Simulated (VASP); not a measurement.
Input of a VASP 6.6.1 run:

INCAR

```
PREC     = Accurate       # precision mode
ENCUT    = 520            # plane-wave cutoff, eV
EDIFF    = 1E-6           # SCF threshold, eV
ISMEAR   = 0              # smearing method
SIGMA    = 0.05           # smearing width, eV
LREAL    = F              # projectors in reciprocal space
LASPH    = T              # aspherical terms in the spheres
NELM     = 150            # most SCF steps
ALGO     = Normal         # electronic algorithm
ISIF     = 2              # what is computed and relaxed
LWAVE    = F              # write WAVECAR
LCHARG   = F              # write CHGCAR
ISPIN    = 2              # spin polarisation
MAGMOM   = 0.05 0 0       # initial moments
LORBIT   = 11             # projections on sites
LMAXMIX  = 6              # l up to which the mixer works
GGA      = PS             # functional
NBANDS   = 24             # bands
```

The input KPOINTS:

```
regular mesh
0
Gamma
  10 10 6
```

Contents of POSCAR:

```
CeF2
1.0
    3.3787823060      0.0000000000      0.0000000000
   -1.6893911530      2.9261113109      0.0000000000
    0.0000000000      0.0000000000      5.4343982397
Ce F
1 2
Direct
    0.0000000000      0.0000000000      0.0000000000
    0.3333333333      0.6666666667      0.2576560947
    0.6666666667      0.3333333333      0.7423439053
```

Potentials or basis: VASP PAW PBE potentials, release 64 (Ce, F).

The run is started by

```bash
$ cat potpaw_PBE.64/Ce/POTCAR potpaw_PBE.64/F/POTCAR > POTCAR
$ mpirun -np 1 vasp_std > vasp.out
```

(1) What does it give for the largest force?

(2) Predict the net moment.

Answers

(1) 0.009 eV/Å.

(2) 0.00 μB per cell.

Caveat: the magnetic or orbital state may not be the lowest; the PAW data sets were made with another functional, which shifts forces and pressure a little.
